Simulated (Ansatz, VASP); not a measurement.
**SnO: VASP beside Ansatz**

```xyz
4
Lattice="3.3550 0.0000 0.0000 0.0000 5.6741 0.0000 0.0000 0.0000 4.2220" Properties=species:S:1:pos:R:3 pbc="T T T"
Sn   -0.1591    1.1568    2.1665
Sn    1.6775    4.3582    0.0555
O     0.0000    5.0570    3.1110
O     1.6775    0.6171    1.0000
```

Alike in both runs: task single point; functional LDA; k mesh 8 × 6 × 6; occupations gaussian, width 0.05 eV; no spin polarisation.

|  | VASP | Ansatz |
| --- | --- | --- |
| version | VASP 6.6.1 | Ansatz 0.2.0 |
| potentials or method | VASP PAW LDA potentials, release 64 (Sn_d, O), cutoff 520 eV | scalar-relativistic, plane waves, PAW |
| valence electrons in the cell | 40 | 40 |

|  | VASP | Ansatz | Ansatz less VASP |
| --- | --- | --- | --- |
| gap on the k mesh at the Fermi level (eV) | 1.41 | 1.44 | +0.028 |
| least direct gap on the mesh (eV) | 1.94 | 1.97 | +0.029 |
| pressure (GPa) | 0.3 | 0.0 | -0.33 |
| traceless stress, the component that is largest in VASP (GPa) | 2.62 | 2.52 | -0.093 |
| rms of the force components (eV/Å) | 0.878 | 0.845 | -0.0326 |

LDA's correlation is that of Perdew and Zunger in VASP and of Perdew and Wang (1992) in Ansatz. Atom by atom the forces differ by 0.052 eV/Å (rms over components).
